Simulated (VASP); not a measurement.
Set up this calculation in VASP 6.6.1, as the native input.

* Task: single point
* Functional: r2SCAN
* Potentials or basis: VASP PAW PBE potentials, release 64 (Ba_sv, F)
* Cutoff: 660 eV
* k mesh: 8 × 8 × 8
* Occupations: fermi-dirac, width 0.02 eV
* Spin: no spin polarisation
* Dipole correction: no
* Further INCAR settings: ALGO = Normal; EDIFF = 1e-06; NBANDS = 19

BaF2:

```
Ba F
1.0
     0.00000    3.09757    3.09757
     3.09757    0.00000    3.09757
     3.09757    3.09757    0.00000
Ba F
1 2
Direct
  0.00000 0.00000 0.00000
  0.25000 0.25000 0.25000
  0.75000 0.75000 0.75000
```

The input as run:

POSCAR

```
BaF2
1.0
    0.0000000000      3.0975683700      3.0975683700
    3.0975683700      0.0000000000      3.0975683700
    3.0975683700      3.0975683700      0.0000000000
Ba F
1 2
Direct
    0.0000000000      0.0000000000      0.0000000000
    0.2500000000      0.2500000000      0.2500000000
    0.7500000000      0.7500000000      0.7500000000
```

INCAR.step1

```
PREC = Accurate
ENCUT = 660
ISMEAR = -1
SIGMA = 0.02
LREAL = False
LASPH = True
NELM = 120
NBANDS = 19
GGA = PE
ALGO = Normal
EDIFF = 1E-5
LWAVE = True
LCHARG = False
GGA_COMPAT = False
```

INCAR.step2

```
PREC = Accurate
ENCUT = 660
EDIFF = 1E-6
ISMEAR = -1
SIGMA = 0.02
LREAL = False
LASPH = True
NELM = 120
ALGO = Normal
ISIF = 2
LWAVE = False
LCHARG = True
METAGGA = R2SCAN
LMIXTAU = True
LELF = True
LVHAR = True
NBANDS = 19
ISTART = 1
GGA_COMPAT = False
```

KPOINTS

```
regular mesh
0
Gamma
  8 8 8
```

Potentials or basis: VASP PAW PBE potentials, release 64 (Ba_sv, F).

Run with:

```console
$ cat potpaw_PBE.64/Ba_sv/POTCAR potpaw_PBE.64/F/POTCAR > POTCAR
$ cp INCAR.step1 INCAR
$ mpirun -np 1 vasp_std > vasp.out
$ cp INCAR.step2 INCAR
$ mpirun -np 1 vasp_std > vasp.out
```

It gave:

```json
{"Pressure": "0.9 GPa", "Band gap on the k mesh": "7.34 eV (least direct gap 7.43 eV)"}
```

Caveat: the PAW data sets were made with another functional, which shifts forces and pressure a little; spin-orbit coupling is left out, which moves the levels of the heavy elements.

Run time: 100 s on 1 thread of Intel(R) Xeon(R) 6975P-C (Granite Rapids), with other jobs on the host, peak memory 0.28 GiB.
